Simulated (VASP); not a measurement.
## SiC: single point with PBE

SiC:

```
CELL_PARAMETERS angstrom
3.07536 0.00000 0.00000
-1.53768 2.66334 0.00000
0.00000 0.00000 5.19955
ATOMIC_POSITIONS crystal
Si 0.33333 0.66667 0.00061
Si 0.66667 0.33333 0.50061
C 0.33333 0.66667 0.37439
C 0.66667 0.33333 0.87439
```

This cell differs from its parent crystal: uniaxial z strain +3.0%.

```json
{
  "Program": "VASP 6.6.1",
  "Task": "single point",
  "Functional": "PBE",
  "Potentials or basis": "VASP PAW PBE potentials, release 64 (Si, C)",
  "Cutoff": "520 eV",
  "k mesh": "12 × 12 × 6",
  "Occupations": "fermi-dirac, width 0.02 eV",
  "Spin": "no spin polarisation"
}
```

```
Pressure               : -2.7 GPa
Largest force          : 0.034 eV/Å
Band gap on the k mesh : 2.14 eV, indirect (least direct gap 4.15 eV)
```

Forces in eV/Å, atoms in the order of the input:
```
Si   0.000  0.000  0.034
Si   0.000  0.000  0.034
C    0.000  0.000 -0.034
C    0.000  0.000 -0.034
```

Stress tensor (GPa, compression positive):
```
  2.14   0.00   0.00
  0.00   2.14   0.00
  0.00   0.00 -12.26
```

Levels at points of the mesh, in eV from the valence-band top:
| k point | band 6 | band 7 | band 8 | band 9 | band 10 | band 11 |
| --- | --- | --- | --- | --- | --- | --- |
| (0.00, 0.00, 0.00) | -0.35 | 0.00 | 0.00 | 4.97 | 5.31 | 6.67 |
| (0.50, 0.00, 0.00) | -3.27 | -3.16 | -1.26 | 2.89 | 3.93 | 6.59 |
| (0.00, 0.00, 0.50) | -0.63 | -0.63 | -0.63 | 5.93 | 5.93 | 7.34 |
| (0.50, 0.00, 0.50) | -2.51 | -2.37 | -2.37 | 3.05 | 3.05 | 5.01 |

Run time: 21 s on 1 thread of AMD EPYC 9R45 96-Core Processor (Zen 5) (shared host), peak memory 0.15 GiB.

Caveat: the cell differs from its parent crystal (uniaxial z strain +3.0%). A k mesh can miss the band edges.
